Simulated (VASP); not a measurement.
# Ba in VASP: settings compared, part 2 of 2

VASP 6.6.1. Earlier steps stand in the parts before.

## (3) Relaxation of cell and atoms, SCAN (59.84 Å³/atom)

Input file POSCAR:

```
Ba
1.0
   -2.4640087405      2.4640087405      2.4640087405
    2.4640087405     -2.4640087405      2.4640087405
    2.4640087405      2.4640087405     -2.4640087405
Ba
1
Direct
    0.0000000000      0.0000000000      0.0000000000
```

Input file INCAR.step1:

```
SYSTEM = Ba
METAGGA = SCAN
ISMEAR = -1
SIGMA = 0.02
LWAVE = .False.
LCHARG = .False.
NSW = 80
PREC = Accurate
LASPH = .True.
LREAL = .False.
ALGO = Normal
EDIFF = 1E-6
NELM = 120
GGA_COMPAT = .False.
IBRION = 2
ISIF = 3
EDIFFG = -0.002
NELMIN = 4
ENCUT = 650
LMIXTAU = .True.
KPAR = 4
POTIM = 0.5
```

Input file INCAR.step2:

```
SYSTEM = Ba
METAGGA = SCAN
ISMEAR = -1
SIGMA = 0.02
LWAVE = .False.
LCHARG = .False.
PREC = Accurate
LASPH = .True.
LREAL = .False.
ALGO = Normal
EDIFF = 1E-6
NELM = 120
GGA_COMPAT = .False.
ISIF = 2
ENCUT = 650
LMIXTAU = .True.
KPAR = 4
```

Input file KPOINTS:

```
Automatic mesh
0
Gamma
  11 11 11
  0 0 0
```

Potentials or basis: VASP PAW PBE potentials, release 64 (Ba_sv).

The run is started by

```console
$ cat potpaw_PBE.64/Ba_sv/POTCAR > POTCAR
$ cp INCAR.step1 INCAR
$ cp POSCAR.step1 POSCAR
$ mpirun -np 4 vasp_std > vasp.out
$ cp CONTCAR POSCAR
$ cp INCAR.step2 INCAR
$ mpirun -np 4 vasp_std > vasp.out
```

OUTCAR:

```text
SYSTEM = Ba
   METAGGA = SCAN
   ISMEAR = -1
   PREC = Accurate
   LASPH = .True.
   LREAL = .False.
   EDIFF = 1E-6
   NELM = 120
   ISIF = 2
   ENCUT = 650

 ion  position               nearest neighbor table
   1  0.000  0.000  0.000-

  LATTYP: Found a body centered cubic cell.
 ALAT       =     5.0401286394

  Lattice vectors:

 A1 = (  -2.5200643197,   2.5200643197,   2.5200643197)
 A2 = (   2.5200643197,  -2.5200643197,   2.5200643197)
 A3 = (   2.5200643197,   2.5200643197,  -2.5200643197)

Analysis of symmetry for initial positions (statically):
=====================================================================
 Subroutine PRICEL returns:
 Original cell was already a primitive cell.

 Routine SETGRP: Setting up the symmetry group for a
 body centered cubic supercell.

 Subroutine GETGRP returns: Found 48 space group operations
 (whereof 48 operations were pure point group operations)
 out of a pool of 48 trial point group operations.

The static configuration has the point symmetry O_h .

Analysis of symmetry for dynamics (positions and initial velocities):
[... 167 lines left out ...]
 Fermi energy:         1.6607900177

 k-point     1 :       0.0000    0.0000    0.0000
  band No.  band energies     occupation
      1     -28.3156      2.00000
      2     -12.8012      2.00000
      3     -12.8011      2.00000
      4     -12.8011      2.00000
      5      -1.2162      2.00000
      6       3.7324      0.00000
      7       3.7324      0.00000
      8       3.7324      0.00000
      9       5.0924      0.00000
[... 265 lines left out ...]
 k-point    24 :       0.3636    0.1818    0.0909
  band No.  band energies     occupation
      1     -28.2704      2.00000
      2     -13.1732      2.00000
      3     -13.0044      2.00000
      4     -12.8742      2.00000
      5       1.4843      1.99971
      6       2.2708      0.00000
      7       2.4798      0.00000
      8       5.3619      0.00000
      9       5.7026      0.00000

 [... further k-points ...]

------------------------ aborting loop because EDIFF is reached ----------------------------------------

  FORCE on cell =-STRESS in cart. coord.  units (eV):
  Direction    XX          YY          ZZ          XY          YZ          ZX
  --------------------------------------------------------------------------------------
  -------------------------------------------------------------------------------------
  Total       -0.0028453     -0.0028453     -0.0028453      0.0000000      0.0000000      0.0000000
  in kB       -0.0712104     -0.0712104     -0.0712104      0.0000000      0.0000000      0.0000000
  external PRESSURE =      -0.0712104 kB  Pullay stress =       0.0000000 kB

 VOLUME and BASIS-vectors are now :
 -----------------------------------------------------------------------------
  energy-cutoff  :      650.00
  volume of cell :       64.02
      direct lattice vectors                 reciprocal lattice vectors
    -2.520064320  2.520064320  2.520064320     0.000000000  0.198407634  0.198407634
     2.520064320 -2.520064320  2.520064320     0.198407634  0.000000000  0.198407634
     2.520064320  2.520064320 -2.520064320     0.198407634  0.198407634  0.000000000

 POSITION                                       TOTAL-FORCE (eV/Angst)
 -----------------------------------------------------------------------------------
      0.00000      0.00000      0.00000         0.000000     -0.000000      0.000000
 -----------------------------------------------------------------------------------
    total drift:                               -0.000000      0.000000      0.000000

  FREE ENERGIE OF THE ION-ELECTRON SYSTEM (eV)
  ---------------------------------------------------
  free  energy   TOTEN  =       -39.5465479255 eV

  energy  without entropy=      -39.5452247112  energy(sigma->0) =      -39.54588632
```

OSZICAR.step1:

```text
N       E                     dE             d eps       ncg     rms          rms(c)
DAV:   1     0.276102526759E+02    0.27610E+02   -0.51145E+03  1008   0.114E+03
DAV:   2    -0.394072800565E+02   -0.67018E+02   -0.66176E+02  1223   0.168E+02
[... 12 lines left out ...]
DAV:   9    -0.395455760826E+02   -0.13823E-05   -0.23932E-05  1008   0.845E-02    0.112E-02
DAV:  10    -0.395454630550E+02    0.11303E-03   -0.10763E-03  1008   0.553E-01    0.493E-03
DAV:  11    -0.395454303659E+02    0.32689E-04   -0.20328E-04  1008   0.256E-01    0.586E-03
DAV:  12    -0.395454255705E+02    0.47955E-05   -0.71534E-06  1263   0.423E-02    0.472E-03
DAV:  13    -0.395454261948E+02   -0.62439E-06   -0.14295E-05  1009   0.629E-02    0.239E-03
DAV:  14    -0.395454238708E+02    0.23240E-05   -0.11605E-05  1008   0.564E-02    0.116E-03
DAV:  15    -0.395454235189E+02    0.35189E-06   -0.14023E-06  1013   0.182E-02
   4 F= -.39545424E+02 E0= -.39544762E+02  d E =-.882355E-02
```

Run time: 6.6 min. Hardware: 4 MPI ranks of Intel Xeon Platinum 8175M at 2.50GHz (Skylake/Cascade Lake), shared host; peak memory 0.26 GiB.

Results:

```
Free energy                           : -39.5465 eV
Relaxed volume                        : 64.02 Å³/atom
Relaxed cell                          : a = 4.365 Å, b = 4.365 Å, c = 4.365 Å, α = 109.47°, β = 109.47°, γ = 109.47°
Space group after relaxing (to 0.1 Å) : Im-3m (No. 229)
Energy gained by relaxing             : 8.8 meV/atom
Ionic steps                           : 4
Pressure after relaxing               : 0.0 GPa
Band gap on the k mesh                : zero (bands 5 and 6 overlap by 0.95 eV)
```

The path:
```csv
step,energy change (eV),largest force (eV/Å),pressure (GPa),volume (Å³)
1,0.0000,0.0000,0.69,59.84
2,-0.0071,0.0000,0.30,62.11
3,-0.0088,0.0000,0.03,63.79
4,-0.0088,0.0000,0.00,64.02
```

Final structure:
```cif
data_structure
_symmetry_space_group_name_H-M 'P 1'
_symmetry_Int_Tables_number 1
_cell_length_a 4.3649
_cell_length_b 4.3649
_cell_length_c 4.3649
_cell_angle_alpha 109.471
_cell_angle_beta 109.471
_cell_angle_gamma 109.471
_cell_volume 64.02
loop_
_atom_site_label
_atom_site_type_symbol
_atom_site_fract_x
_atom_site_fract_y
_atom_site_fract_z
_atom_site_occupancy
Ba1 Ba 0.00000 0.00000 0.00000 1
```

Levels at points of the mesh, in eV from the Fermi level:
```
           k point  band 1  band 2  band 3  band 4  band 5  band 6  band 7  band 8  band 9
(0.00, 0.00, 0.00)  -29.98  -14.46  -14.46  -14.46   -2.88    2.07    2.07    2.07    3.43
```

Caveat: the PAW data sets were made with another functional, which shifts forces and pressure a little; spin-orbit coupling is left out, which moves the levels of the heavy elements.

## (4) Single point, r2SCAN

This run uses another cell than the first one, of 62.99 Å³/atom.

Input file POSCAR:

```
Ba
1.0
   -2.4717600000      2.4776470000      2.4485140000
    2.5653110000     -2.5280200000      2.5924380000
    2.4506570000      2.5069170000     -2.4988870000
Ba
1
Direct
   -0.0010750000      0.0047450000     -0.0114680000
```

Input file INCAR.step1:

```
  PREC = Accurate
  ENCUT = 520
  ISMEAR = -1
  SIGMA = 0.05
  LREAL = F
  LASPH = T
  NELM = 100
  NBANDS = 11
  GGA = PE
  ALGO = Normal
  EDIFF = 1E-4
  LWAVE = T
  LCHARG = F
```

Input file INCAR.step2:

```
  PREC = Accurate
  ENCUT = 520
  EDIFF = 1E-6
  ISMEAR = -1
  SIGMA = 0.05
  LREAL = F
  LASPH = T
  NELM = 100
  ALGO = Normal
  ISIF = 2
  LWAVE = F
  LCHARG = F
  METAGGA = R2SCAN
  LMIXTAU = T
  NBANDS = 11
  ISTART = 1
```

Input file KPOINTS:

```
Automatic mesh
0
Gamma
  6 5 6
```

Potentials or basis: VASP PAW PBE potentials, release 64 (Ba_sv).

The run is started by

```console
$ cat potpaw_PBE.64/Ba_sv/POTCAR > POTCAR
$ cp INCAR.step1 INCAR
$ mpirun -np 1 vasp_std > vasp.out
$ cp INCAR.step2 INCAR
$ mpirun -np 1 vasp_std > vasp.out
```

OUTCAR:

```text
PREC = Accurate
   ENCUT = 520
   EDIFF = 1E-6
   ISMEAR = -1
   LREAL = F
   LASPH = T
   NELM = 100
   ISIF = 2
   METAGGA = R2SCAN
   ISTART = 1

 ion  position               nearest neighbor table
   1  0.999  0.005  0.989-

  LATTYP: Found a triclinic cell.
 ALAT       =    11.0603536531
 B/A-ratio  =     0.6310014304
 C/A-ratio  =     0.3937868289
 COS(alpha) =     0.0006231168
 COS(beta)  =     0.2691697168
 COS(gamma) =     0.9448610657

  Lattice vectors:

 A1 = (   9.9383850000,   0.0081670000,  -4.8538500000)
 A2 = (   4.9224170000,   0.0292700000,  -4.9474010000)
 A3 = (   2.5442080000,   2.4565440000,   2.5420650000)

Analysis of symmetry for initial positions (statically):
=====================================================================
 Subroutine PRICEL returns:
 Original cell was already a primitive cell.

 Routine SETGRP: Setting up the symmetry group for a
 triclinic supercell.

 Subroutine GETGRP returns: Found  2 space group operations
 (whereof  1 operations were pure point group operations)
 out of a pool of  2 trial point group operations.

The static configuration has the point symmetry C_1 .
 The point group associated with its full space group is S_2 .

Analysis of symmetry for dynamics (positions and initial velocities):
=====================================================================
 Subroutine PRICEL returns:
 Original cell was already a primitive cell.

 Routine SETGRP: Setting up the symmetry group for a
 triclinic supercell.

 Subroutine GETGRP returns: Found  2 space group operations
 (whereof  1 operations were pure point group operations)
 out of a pool of  2 trial point group operations.

The dynamic configuration has the point symmetry C_1 .
 The point group associated with its full space group is S_2 .

[... 117 lines left out ...]
  volume/ion in A,a.u.               =      62.99       425.07
  Fermi-wavevector in a.u.,A,eV,Ry     =   0.886449  1.675146 10.691347  0.785792
  Thomas-Fermi vector in A             =   2.007617
   LORBIT       =      0    0 simple, 1 ext, 2 COOP (PROOUT), +10 PAW based schemes
   METAGGA = R2SCAN    functional components
   LHFCALC =     F    Hartree Fock is set to
   AEXX    =    0.0000 exact exchange contribution
   IVDW    =     0    specifies the selected vdW correction
   LEPSILON=     F    determine dielectric tensor
   LRPA    =     F    only Hartree local field effects (RPA)
 non-spin polarized calculation
  energy-cutoff  :      520.00
  volume of cell :       62.99
 maximum number of plane-waves:      1712
   NGX = 15   NGY = 17   NGZ = 15

 number of electron      10.0000000 magnetization

 Free energy of the ion-electron system (eV)
  ---------------------------------------------------
  ext. energy  EPLUGINS =         0.00000000
  ---------------------------------------------------
  free energy    TOTEN  =       -26.43327255 eV

  energy without entropy =      -26.42296280  energy(sigma->0) =      -26.42811768

 E-fermi :   1.7278     XC(G=0):  -7.8301

 val. band max:        1.6732999921   @ k =   0.3333   0.4000   0.0000
 cond. band min:       1.7316568637   @ k =   0.1667   0.4000   0.1667
 fundamental gap:      0.0583568717
 Fermi energy:         1.7277803818

 k-point     1 :       0.0000    0.0000    0.0000
  band No.  band energies     occupation
      1     -28.1907      2.00000
      2     -12.7339      2.00000
      3     -12.7191      2.00000
      4     -12.7094      2.00000
      5      -1.1537      2.00000
      6       3.7266      0.00000
      7       3.7832      0.00000
      8       4.0538      0.00000
      9       5.2013      0.00000
     10       5.2690      0.00000
     11       8.8396      0.00000
[... 309 lines left out ...]
 k-point    24 :       0.1667    0.2000    0.1667
  band No.  band energies     occupation
      1     -28.1465      2.00000
      2     -13.0944      2.00000
      3     -12.8571      2.00000
      4     -12.8340      2.00000
      5       1.4991      1.97957
      6       2.2829      0.00003
      7       2.4169      0.00000
      8       5.6879      0.00000
      9       5.7591      0.00000
     10       7.3068      0.00000
     11       8.0431      0.00000

 [... further k-points ...]

------------------------ aborting loop because EDIFF is reached ----------------------------------------

  FORCE on cell =-STRESS in cart. coord.  units (eV):
  Direction    XX          YY          ZZ          XY          YZ          ZX
  --------------------------------------------------------------------------------------
  -------------------------------------------------------------------------------------
  Total        0.1343930      0.1669576      0.1184563      0.0416279      0.0922654     -0.1348565
  in kB        3.4184091      4.2467200      3.0130434      1.0588431      2.3468553     -3.4301976
  external PRESSURE =       3.5593908 kB  Pullay stress =       0.0000000 kB

 VOLUME and BASIS-vectors are now :
 -----------------------------------------------------------------------------
  energy-cutoff  :      520.00
  volume of cell :       62.99
      direct lattice vectors                 reciprocal lattice vectors
    -2.471760000  2.477647000  2.448514000    -0.002886079  0.202632878  0.200453649
     2.565311000 -2.528020000  2.592438000     0.195742486  0.002797021  0.194770549
     2.450657000  2.506917000 -2.498887000     0.200242610  0.201449902 -0.001703103

 POSITION                                       TOTAL-FORCE (eV/Angst)
 -----------------------------------------------------------------------------------
     -0.03438      4.94116     -0.01205        -0.000000      0.000000      0.000000
 -----------------------------------------------------------------------------------
    total drift:                                0.000028      0.000004     -0.000009

  FREE ENERGIE OF THE ION-ELECTRON SYSTEM (eV)
  ---------------------------------------------------
  free  energy   TOTEN  =       -26.4332725549 eV

  energy  without entropy=      -26.4229627954  energy(sigma->0) =      -26.42811768
```

OUTCAR.step1:

```text
PREC = Accurate
   ENCUT = 520
   ISMEAR = -1
   LREAL = F
   LASPH = T
   NELM = 100
[... 556 lines left out ...]

 POSITION                                       TOTAL-FORCE (eV/Angst)
 -----------------------------------------------------------------------------------
     -0.03438      4.94116     -0.01205         0.000000     -0.000000      0.000000
 -----------------------------------------------------------------------------------
    total drift:                                0.000001     -0.000001     -0.000001

  FREE ENERGIE OF THE ION-ELECTRON SYSTEM (eV)
  ---------------------------------------------------
  free  energy   TOTEN  =        -1.9094631320 eV

  energy  without entropy=       -1.8986684748  energy(sigma->0) =       -1.90406580
```

OSZICAR.step1:

```text
N       E                     dE             d eps       ncg     rms          rms(c)
DAV:   1     0.534729482376E+02    0.53473E+02   -0.42151E+03  2024   0.745E+02
DAV:   2     0.618132248864E+00   -0.52855E+02   -0.51596E+02  2386   0.140E+02
DAV:   3    -0.182318552971E+01   -0.24413E+01   -0.24268E+01  2628   0.310E+01
DAV:   4    -0.190677720611E+01   -0.83592E-01   -0.83452E-01  2677   0.512E+00
DAV:   5    -0.190887351434E+01   -0.20963E-02   -0.20961E-02  2774   0.684E-01    0.163E+00
DAV:   6    -0.190866632300E+01    0.20719E-03   -0.32501E-03  2432   0.536E-01    0.967E-01
DAV:   7    -0.190926112407E+01   -0.59480E-03   -0.68021E-03  2345   0.861E-01    0.438E-02
DAV:   8    -0.190945445087E+01   -0.19333E-03   -0.34468E-04  2948   0.107E-01    0.282E-02
DAV:   9    -0.190946313197E+01   -0.86811E-05   -0.68825E-06  1306   0.228E-02
   1 F= -.19094631E+01 E0= -.19040658E+01  d E =-.107947E-01
```

Run time: 3.4 min. Hardware: 1 thread of Oxide Virtual Turin-like, shared host; peak memory 0.2 GiB.

Results:

* Free energy: -26.4333 eV
* Pressure: 0.4 GPa
* Band gap on the k mesh: zero (bands 5 and 6 overlap by 0.76 eV)

Stress tensor (GPa, compression positive):
```
 0.34  0.11 -0.34
 0.11  0.42  0.23
-0.34  0.23  0.30
```

Levels at points of the mesh, in eV from the Fermi level:
| k point | band 1 | band 2 | band 3 | band 4 | band 5 | band 6 | band 7 | band 8 | band 9 | band 10 |
| --- | --- | --- | --- | --- | --- | --- | --- | --- | --- | --- |
| (0.00, 0.00, 0.00) | -29.92 | -14.46 | -14.45 | -14.44 | -2.88 | 2.00 | 2.06 | 2.33 | 3.47 | 3.54 |
| (0.50, 0.00, 0.00) | -29.87 | -14.94 | -14.61 | -14.45 | -0.87 | 0.89 | 1.29 | 3.49 | 4.03 | 5.60 |
| (0.00, 0.00, 0.50) | -29.87 | -14.93 | -14.61 | -14.45 | -0.87 | 0.85 | 1.26 | 3.57 | 4.10 | 5.58 |
| (0.50, 0.00, 0.50) | -29.87 | -14.95 | -14.62 | -14.46 | -0.86 | 0.95 | 1.33 | 3.39 | 3.92 | 5.66 |

Caveat: the PAW data sets were made with another functional, which shifts forces and pressure a little; spin-orbit coupling is left out, which moves the levels of the heavy elements.

## (5) Overview

| task | level | cell | k mesh | cutoff (eV) | smearing | tolerance level | purpose | passes | dipole correction | gap on the mesh (eV) | pressure (GPa) | relaxed volume (Å³/atom) |
| --- | --- | --- | --- | --- | --- | --- | --- | --- | --- | --- | --- | --- |
| relaxation of cell and atoms | SCAN | relaxed from a = 4.268 Å, angles 109.5°, 1 atom | 11 × 11 × 11 | 650 | fermi-dirac 0.02 eV | standard | cell | 3 | - | none | 0.0 | 63.98 |
| relaxation of cell and atoms | SCAN | relaxed from a = 4.268 Å, angles 109.5°, 1 atom | 11 × 11 × 11 | 650 | fermi-dirac 0.02 eV | standard | cell | 1 | - | none | 0.0 | 64.02 |
| single point | r2SCAN | a = 4.271, b = 4.438, c = 4.305 Å, angles 110.0, 108.9, 109.3°, 1 atom | 6 × 5 × 6 | 520 | fermi-dirac 0.05 eV | - | - | - | no | none | 0.4 | - |

Alike in all rows: potentials or basis VASP PAW PBE potentials, release 64 (Ba_sv); no spin polarisation.

Caveats: the PAW data sets were made with another functional, which shifts forces and pressure a little; spin-orbit coupling is left out, which moves the levels of the heavy elements.

Total energies depend on the potentials used, so only differences within one code and one set of settings carry meaning.

The gap in the log of VASP goes by the Fermi energy; the results here count the filled bands.